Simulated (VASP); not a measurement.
Here is a VASP 6.6.1 calculation.

Contents of INCAR:

```
SYSTEM = Be
PREC = Accurate ; ENCUT = 520
EDIFF = 1E-7 ; ISMEAR = 0
SIGMA = 0.1 ; LREAL = .FALSE.
LASPH = .TRUE. ; NELM = 100
ALGO = Normal ; ISIF = 2
LWAVE = .FALSE. ; LCHARG = .TRUE.
GGA = PE ; LELF = .TRUE.
LVHAR = .TRUE. ; NBANDS = 10
```

The input KPOINTS:

```
regular mesh
0
G
  8 8 8
  0 0 0
```

POSCAR

```
Be
1.0
   -1.1149313728      1.1149313728      5.8084303335
    1.1149313728     -1.1149313728      5.8084303335
    1.1149313728      1.1149313728     -5.8084303335
Be
3
Direct
    0.4096312789      0.4096312789      0.0000000000
    0.7500000000      0.2500000000      0.5000000000
    0.5903687211      0.5903687211      0.0000000000
```

Potentials or basis: VASP PAW PBE potentials, release 64 (Be).

Launch:

```console
$ cat potpaw_PBE.64/Be/POTCAR > POTCAR
$ mpirun -np 1 vasp_std > vasp.out
```

Task: What does it give for the largest force?

Result: 0.007 eV/Å.

Task: Estimate the pressure.

Result: 0.1 GPa.

Stress tensor (GPa, compression positive):
```
0.08 0.00 0.00
0.00 0.08 0.00
0.00 0.00 0.26
```
